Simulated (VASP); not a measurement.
# MgO in VASP: settings compared

The runs below take MgO through relaxation of cell and atoms, single point, with BLYP+D3(BJ), PBE.

Program: VASP 6.6.1. These are calculated values, not measurements. Logs are shortened: lines on timing, memory, paths and dates and some standing lists are left out, and cuts for length are marked.

## 1. The cell of the first run

It takes space group Fm-3m (No. 225, cubic). Conventional cell: a = 4.194 Å, b = 4.194 Å, c = 4.194 Å, α = 90.00°, β = 90.00°, γ = 90.00°. Mg (site symmetry m-3m) has 6 O at 2.10 Å within 2.8 Å. Within 2.8 Å of O (site symmetry m-3m) lie 6 Mg at 2.10 Å.

## 2. Relaxation of cell and atoms, BLYP+D3(BJ)

INCAR reads:

```
PREC = Accurate
ENCUT = 600
EDIFF = 1E-7
ISMEAR = -1
SIGMA = 0.05
LREAL = F
LASPH = T
NELM = 80
ALGO = Normal
ISIF = 3
LWAVE = F
LCHARG = F
GGA = B5
ALDAX = 1.0
AGGAX = 1.0
AGGAC = 1.0
ALDAC = 0.0
IVDW = 12
VDW_S6 = 1.0
VDW_S8 = 2.6996
VDW_A1 = 0.4298
VDW_A2 = 4.2359
IBRION = 2
NSW = 60
EDIFFG = -0.01
```

KPOINTS reads:

```
regular mesh
0
Gamma
  11 11 11
```

POSCAR reads:

```
MgO
1.0
    0.0000000000      2.0970013927      2.0970013927
    2.0970013927      0.0000000000      2.0970013927
    2.0970013927      2.0970013927      0.0000000000
Mg O
1 1
Direct
    0.0000000000      0.0000000000      0.0000000000
    0.5000000000      0.5000000000      0.5000000000
```

Potentials or basis: VASP PAW PBE potentials, release 64 (Mg, O).

Run with:

```bash
cat potpaw_PBE.64/Mg/POTCAR potpaw_PBE.64/O/POTCAR > POTCAR
mpirun -np 1 vasp_std > vasp.out
```

OUTCAR:

```text
PREC = Accurate
   ENCUT = 600
   EDIFF = 1E-7
   ISMEAR = -1
   LREAL = F
   LASPH = T
   NELM = 80
   ISIF = 3
   GGA = B5
   IVDW = 12
   IBRION = 2
   NSW = 60
   EDIFFG = -0.01
 IVDW          = 12

 ion  position               nearest neighbor table
   1  0.000  0.000  0.000-   2 2.10   2 2.10   2 2.10   2 2.10   2 2.10   2 2.10
   2  0.500  0.500  0.500-   1 2.10   1 2.10   1 2.10   1 2.10   1 2.10   1 2.10

  LATTYP: Found a face centered cubic cell.
 ALAT       =     4.1940027854

  Lattice vectors:

 A1 = (   0.0000000000,   2.0970013927,   2.0970013927)
 A2 = (   2.0970013927,   0.0000000000,   2.0970013927)
 A3 = (   2.0970013927,   2.0970013927,   0.0000000000)

Analysis of symmetry for initial positions (statically):
=====================================================================
 Subroutine PRICEL returns:
 Original cell was already a primitive cell.

 Routine SETGRP: Setting up the symmetry group for a
 face centered cubic supercell.

 Subroutine GETGRP returns: Found 48 space group operations
 (whereof 48 operations were pure point group operations)
 out of a pool of 48 trial point group operations.

The static configuration has the point symmetry O_h .

Analysis of symmetry for dynamics (positions and initial velocities):
=====================================================================
 Subroutine PRICEL returns:
 Original cell was already a primitive cell.

 Routine SETGRP: Setting up the symmetry group for a
 face centered cubic supercell.

 Subroutine GETGRP returns: Found 48 space group operations
 (whereof 48 operations were pure point group operations)
 out of a pool of 48 trial point group operations.

The dynamic configuration has the point symmetry O_h .

 Subroutine INISYM returns: Found 48 space group operations
 (whereof 48 operations are pure point group operations),
 and found     1 'primitive' translations

----------------------------------------------------------------------------------------

                                     Primitive cell

  volume of cell :      18.4428

  direct lattice vectors                    reciprocal lattice vectors
     0.000000000  2.097001393  2.097001393    -0.238435702  0.238435702  0.238435702
     2.097001393  0.000000000  2.097001393     0.238435702 -0.238435702  0.238435702
     2.097001393  2.097001393  0.000000000     0.238435702  0.238435702 -0.238435702

  length of vectors
     2.965607810  2.965607810  2.965607810     0.412982751  0.412982751  0.412982751

  position of ions in fractional coordinates (direct lattice)
     0.000000000  0.000000000  0.000000000
     0.500000000  0.500000000  0.500000000

  ion indices of the primitive-cell ions
   primitive index   ion index
                 1           1
                 2           2

----------------------------------------------------------------------------------------

 KPOINTS: regular mesh

Automatic generation of k-mesh.
 Grid dimensions read from file:
 generate k-points for:   11   11   11

 Generating k-lattice:

  Cartesian coordinates                     Fractional coordinates (reciprocal lattice)
    -0.021675973  0.021675973  0.021675973     0.090909091  0.000000000  0.000000000
     0.021675973 -0.021675973  0.021675973     0.000000000  0.090909091  0.000000000
     0.021675973  0.021675973 -0.021675973     0.000000000  0.000000000  0.090909091

  Length of vectors
     0.037543886  0.037543886  0.037543886

  Shift w.r.t. Gamma in fractional coordinates (k-lattice)
     0.000000000  0.000000000  0.000000000

 Subroutine IBZKPT returns following result:
 ===========================================

 Found     56 irreducible k-points:

 Following reciprocal coordinates:
            Coordinates               Weight
  0.000000  0.000000  0.000000      1.000000
  0.090909  0.000000  0.000000      8.000000
  0.181818  0.000000  0.000000      8.000000
  0.272727  0.000000  0.000000      8.000000
  0.363636  0.000000  0.000000      8.000000
  0.454545  0.000000  0.000000      8.000000
[... 16 lines left out ...]
 -0.272727  0.181818  0.000000     24.000000
 -0.181818  0.181818  0.000000     12.000000
 [... further k-points ...]
   k-points           NKPTS =     56   k-points in BZ     NKDIM =     56   number of bands    NBANDS=      8
   number of dos      NEDOS =    301   number of ions     NIONS =      2
   total plane-waves  NPLWV =  13824
   dimension x,y,z NGX =    24 NGY =   24 NGZ =   24
   dimension x,y,z NGXF=    48 NGYF=   48 NGZF=   48
   ions per type =               1   1
   NGX,Y,Z   is equivalent  to a cutoff of  13.45, 13.45, 13.45 a.u.
   NGXF,Y,Z  is equivalent  to a cutoff of  26.91, 26.91, 26.91 a.u.
 SYSTEM =  unknown system
   PREC   = accura    normal or accurate (medium, high low for compatibility)
   ISTART =      0    job   : 0-new  1-cont  2-samecut
   ICHARG =      2    charge: 1-file 2-atom 10-const
   ISPIN  =      1    spin polarized calculation?
   LNONCOLLINEAR =      F non collinear calculations
   LSORBIT =      F    spin-orbit coupling
   LASPH  =      T    aspherical Exc in radial PAW
   ENCUT  =  600.0 eV  44.10 Ry    6.64 a.u.   5.92  5.92  5.92*2*pi/ulx,y,z
   NELM   =     80;   NELMIN=  2; NELMDL= -5     # of ELM steps
   EDIFF  = 0.1E-06   stopping-criterion for ELM
   LREAL  =      F    real-space projection
   EDIFFG = -.1E-01   stopping-criterion for IOM
   NSW    =     60    number of steps for IOM
   IBRION =      2    ionic relax: 0-MD 1-quasi-New 2-CG
   NFREE  =      1    steps in history (QN), initial steepest desc. (CG)
   ISIF   =      3    stress and relaxation
   ISYM   =      2    0-nonsym 1-usesym 2-fastsym
   POTIM  = 0.5000    time-step for ionic-motion
   TEBEG  =    0.0;   TEEND  =   0.0 temperature during run
   PSTRESS=    0.0 pullay stress
   NELECT =       8.0000    total number of electrons
   NUPDOWN=      -1.0000    fix difference up-down
   EMIN   =  10.00;   EMAX   =-10.00  energy-range for DOS
   EFERMI =   0.00;   METHOD = LEGACY
   ISMEAR =    -1;   SIGMA  =   0.05  broadening in eV -4-tet -1-fermi 0-gaus
   EFERMI_NEDOS =   21; number of points for ismear=-14 and -15
   IALGO  =     38    algorithm
   IMIX   =      4    mixing-type and parameters
     AMIX     =   0.40;   BMIX     =  1.00
     AMIX_MAG =   1.60;   BMIX_MAG =  1.00
  volume/ion in A,a.u.               =       9.22        62.23
  Fermi-wavevector in a.u.,A,eV,Ry     =   1.239261  2.341864 20.895389  1.535768
  Thomas-Fermi vector in A             =   2.373752
   LORBIT       =      0    0 simple, 1 ext, 2 COOP (PROOUT), +10 PAW based schemes
   GGA     = B5    functional components
   LHFCALC =     F    Hartree Fock is set to
   AEXX    =    0.0000 exact exchange contribution
   IVDW    =    12    specifies the selected vdW correction
   LEPSILON=     F    determine dielectric tensor
   LRPA    =     F    only Hartree local field effects (RPA)
 conjugate gradient relaxation of ions
 non-spin polarized calculation
  energy-cutoff  :      600.00
  volume of cell :       18.44
 maximum number of plane-waves:       626
   NGX = 11   NGY = 11   NGZ = 11

--------------------------------------- Ionic step        1  -------------------------------------------

 number of electron       8.0000004 magnetization

 Free energy of the ion-electron system (eV)
  ---------------------------------------------------
  ext. energy  EPLUGINS =         0.00000000
  ---------------------------------------------------
  free energy    TOTEN  =       -11.32572602 eV

  energy without entropy =      -11.32572602  energy(sigma->0) =      -11.32572602

------------------------ aborting loop because EDIFF is reached ----------------------------------------

 Edisp (eV)   -1.29111

 E8    (eV) :    -0.9015

  FORCE on cell =-STRESS in cart. coord.  units (eV):
  Direction    XX          YY          ZZ          XY          YZ          ZX
  --------------------------------------------------------------------------------------
  -------------------------------------------------------------------------------------
  Total      -0.34457    -0.34457    -0.34457     0.00000     0.00000     0.00000
  in kB     -29.93377   -29.93377   -29.93377     0.00000     0.00000     0.00000
  external pressure =      -29.93 kB  Pullay stress =        0.00 kB
[... 61 lines left out ...]
  energy  without entropy=      -12.6195117713  energy(sigma->0) =      -12.61951177

--------------------------------------- Ionic step        3  -------------------------------------------

 number of electron       8.0000001 magnetization

 Free energy of the ion-electron system (eV)
  ---------------------------------------------------
  ext. energy  EPLUGINS =         0.00000000
  ---------------------------------------------------
  free energy    TOTEN  =       -11.30452464 eV

  energy without entropy =      -11.30452464  energy(sigma->0) =      -11.30452464

 E-fermi :   4.7008     XC(G=0): -10.7338

 val. band max:        3.7407848007   @ k =   0.0000   0.0000   0.0000
 cond. band min:       9.0694267997   @ k =   0.0000   0.0000   0.0000
 fundamental gap:      5.3286419990
 Fermi energy:         4.7007788962

 k-point     1 :       0.0000    0.0000    0.0000
  band No.  band energies     occupation
      1     -13.5616      2.00000
      2       3.7408      2.00000
      3       3.7408      2.00000
      4       3.7408      2.00000
      5       9.0694      0.00000
      6      19.9037      0.00000
      7      19.9037      0.00000
      8      19.9037      0.00000
[... 243 lines left out ...]
 k-point    24 :      -0.1818    0.1818    0.0000
  band No.  band energies     occupation
      1     -12.7416      2.00000
      2       0.8944      2.00000
      3       2.6170      2.00000
      4       3.3497      2.00000
      5      12.3229      0.00000
      6      16.2899      0.00000
      7      19.6649      0.00000
      8      22.1683      0.00000

 [... further k-points ...]

------------------------ aborting loop because EDIFF is reached ----------------------------------------

 Edisp (eV)   -1.31544

 E8    (eV) :    -0.9185

  FORCE on cell =-STRESS in cart. coord.  units (eV):
  Direction    XX          YY          ZZ          XY          YZ          ZX
  --------------------------------------------------------------------------------------
  -------------------------------------------------------------------------------------
  Total      -0.00187    -0.00187    -0.00187    -0.00000     0.00000     0.00000
  in kB      -0.16526    -0.16526    -0.16526    -0.00000     0.00000     0.00000
  external pressure =       -0.17 kB  Pullay stress =        0.00 kB
[... 17 lines left out ...]
  FREE ENERGIE OF THE ION-ELECTRON SYSTEM (eV)
  ---------------------------------------------------
  free  energy   TOTEN  =       -12.6199677654 eV

  energy  without entropy=      -12.6199677653  energy(sigma->0) =      -12.61996777

 reached required accuracy - stopping structural energy minimisation
```

It took 18 s on 1 thread of Intel Xeon 6975P-C (Granite Rapids), shared host; peak memory 0.16 GiB.

Results:

```
Free energy                            : -12.6200 eV
Relaxed volume                         : 9.06 Å³/atom
Relaxed cell                           : a = 2.948 Å, b = 2.948 Å, c = 2.948 Å, α = 60.00°, β = 60.00°, γ = 60.00°
Space group after relaxing (to 0.05 Å) : Fm-3m (No. 225)
Energy gained by relaxing              : 1.6 meV/atom
Ionic steps                            : 3
Pressure after relaxing                : 0.0 GPa
Band gap on the k mesh                 : 5.33 eV, direct
Dispersion energy per atom             : -0.658 eV
```

Step by step:
```
step  energy change (eV)  largest force (eV/Å)  pressure (GPa)  volume (Å³)
   1              0.0000                0.0000           -2.99        18.44
   2             -0.0027                0.0000            1.17        17.99
   3             -0.0031                0.0000           -0.02        18.11
```

Final structure:
```
Mg O
1.0
     0.00000    2.08435    2.08435
     2.08435    0.00000    2.08435
     2.08435    2.08435    0.00000
Mg O
1 1
Direct
  0.00000 0.00000 0.00000
  0.50000 0.50000 0.50000
```

Levels at points of the mesh, in eV from the valence-band top:
```
           k point  band 1  band 2  band 3  band 4  band 5  band 6  band 7  band 8
(0.00, 0.00, 0.00)  -17.30    0.00    0.00    0.00    5.33   16.16   16.16   16.16
```

Caveat: the PAW data sets were made with another functional, which shifts forces and pressure a little.

## 3. Single point, PBE (volume scaled by 0.94)

INCAR reads:

```
  PREC = Accurate
  ENCUT = 520
  EDIFF = 1E-6
  ISMEAR = -1
  SIGMA = 0.05
  LREAL = False
  LASPH = True
  NELM = 80
  ALGO = Normal
  ISIF = 2
  LWAVE = False
  LCHARG = False
  GGA = PE
  NBANDS = 11
```

KPOINTS reads:

```
Automatic mesh
0
Gamma
  11 11 11
```

POSCAR reads:

```
MgO
1.0
    0.0000000000      2.0541934342      2.0541934342
    2.0541934342      0.0000000000      2.0541934342
    2.0541934342      2.0541934342      0.0000000000
Mg O
1 1
Direct
    0.0000000000      0.0000000000      0.0000000000
    0.5000000000      0.5000000000      0.5000000000
```

Potentials or basis: VASP PAW PBE potentials, release 64 (Mg, O).

Run with:

```bash
cat potpaw_PBE.64/Mg/POTCAR potpaw_PBE.64/O/POTCAR > POTCAR
mpirun -np 1 vasp_std > vasp.out
```

It took 14 s on 1 thread of Intel Xeon Platinum 8488C (Sapphire Rapids), shared host; peak memory 0.14 GiB.

The run converged. Its results:

```
Free energy            : -11.8127 eV
Pressure               : 18.6 GPa
Band gap on the k mesh : 5.49 eV, direct
```

Levels at points of the mesh, in eV from the valence-band top:
| k point | band 1 | band 2 | band 3 | band 4 | band 5 | band 6 | band 7 | band 8 | band 9 |
| --- | --- | --- | --- | --- | --- | --- | --- | --- | --- |
| (0.00, 0.00, 0.00) | -17.66 | 0.00 | 0.00 | 0.00 | 5.49 | 16.22 | 16.22 | 16.22 | 20.34 |

Caveat: the cell differs from its parent crystal (volume scaled by 0.94).

## 4. Single point, PBE (volume scaled by 1.06)

INCAR reads:

```
PREC = Accurate
ENCUT = 520
EDIFF = 1E-7
ISMEAR = -1
SIGMA = 0.05
LREAL = False
LASPH = True
NELM = 80
ALGO = Normal
ISIF = 2
LWAVE = False
LCHARG = False
GGA = PE
NBANDS = 11
```

KPOINTS is that of step 3.

POSCAR reads:

```
MgO
1.0
    0.0000000000      2.1381295086      2.1381295086
    2.1381295086      0.0000000000      2.1381295086
    2.1381295086      2.1381295086      0.0000000000
Mg O
1 1
Direct
    0.0000000000      0.0000000000      0.0000000000
    0.5000000000      0.5000000000      0.5000000000
```

Run with:

```bash
cat potpaw_PBE.64/Mg/POTCAR potpaw_PBE.64/O/POTCAR > POTCAR
mpirun -np 1 vasp_std > vasp.out
```

Wall time 16 s (1 thread of Intel Xeon Platinum 8488C (Sapphire Rapids), shared host); peak memory 0.14 GiB.

The run converged. Its results:

| Quantity | Value |
| --- | --- |
| Free energy | -11.9084 eV |
| Pressure | -3.0 GPa |
| Band gap on the k mesh | 4.30 eV, direct |

Levels at points of the mesh, in eV from the valence-band top:
```tsv
k point	band 2	band 3	band 4	band 5	band 6	band 7
(0.00, 0.00, 0.00)	0.00	0.00	0.00	4.30	15.54	15.54
```

Caveat: the cell differs from its parent crystal (volume scaled by 1.06).

## 5. Single point, PBE (atoms moved at random)

INCAR reads:

```
SYSTEM = MgO
  PREC = Accurate
  ENCUT = 520
  EDIFF = 1E-6
  ISMEAR = -1
  SIGMA = 0.05
  LREAL = .False.
  LASPH = .True.
  NELM = 100
  ALGO = Normal
  ISIF = 2
  LWAVE = .False.
  LCHARG = .False.
  GGA = PE
  NBANDS = 11
```

KPOINTS reads:

```
Automatic mesh
0
Gamma
  11 11 11
  0 0 0
```

POSCAR reads:

```
MgO
1.0
    0.0000000000      2.0970013927      2.0970013927
    2.0970013927      0.0000000000      2.0970013927
    2.0970013927      2.0970013927      0.0000000000
Mg O
1 1
Direct
   -0.0164450000      0.0205070000     -0.0158170000
    0.5022520000      0.4969790000      0.5069060000
```

Run with:

```bash
cat potpaw_PBE.64/Mg/POTCAR potpaw_PBE.64/O/POTCAR > POTCAR
mpirun -np 1 vasp_std > vasp.out
```

Wall time 2.4 min (1 thread of Intel Xeon Platinum 8488C (Sapphire Rapids), shared host); peak memory 0.27 GiB.

The run converged. Its results:

```yaml
Free_energy: -11.8746 eV
Pressure: 7.0 GPa
Largest_force: 0.541 eV/Å
Band_gap_on_the_k_mesh: 4.85 eV, direct
```

Forces on the atoms (eV/Å):
```
Mg  -0.010  0.538 -0.058
O    0.010 -0.538  0.058
```

Stress tensor (GPa, compression positive):
```
5.96 0.01 0.00
0.01 8.90 0.06
0.00 0.06 6.00
```

Levels at points of the mesh, in eV from the valence-band top:
```csv
k point,band 1,band 2,band 3,band 4,band 5,band 6,band 7,band 8
"(0.00, 0.00, 0.00)",-17.33,-0.01,0.00,0.00,4.85,15.89,15.91,15.91
```

Caveat: the cell differs from its parent crystal (atoms moved at random).

## 6. Summary

| task | level | cell | cutoff (eV) | gap on the mesh (eV) | pressure (GPa) |
| --- | --- | --- | --- | --- | --- |
| relaxation of cell and atoms | BLYP+D3(BJ) | relaxed from a = 2.966 Å, angles 60.0°, 2 atoms | 600 | 5.33 | 0.0 |
| single point | PBE | a = 2.905 Å, angles 60.0°, 2 atoms | 520 | 5.49 | 18.6 |
| single point | PBE | a = 3.024 Å, angles 60.0°, 2 atoms | 520 | 4.30 | -3.0 |
| single point | PBE | a = 2.966 Å, angles 60.0°, 2 atoms | 520 | 4.85 | 7.0 |

Alike in all rows: potentials or basis VASP PAW PBE potentials, release 64 (Mg, O); no spin polarisation; k mesh 11 × 11 × 11; smearing fermi-dirac 0.05 eV.

Caveats: the PAW data sets were made with another functional, which shifts forces and pressure a little (some runs).

Absolute energies hang on the potentials; compare differences alone.
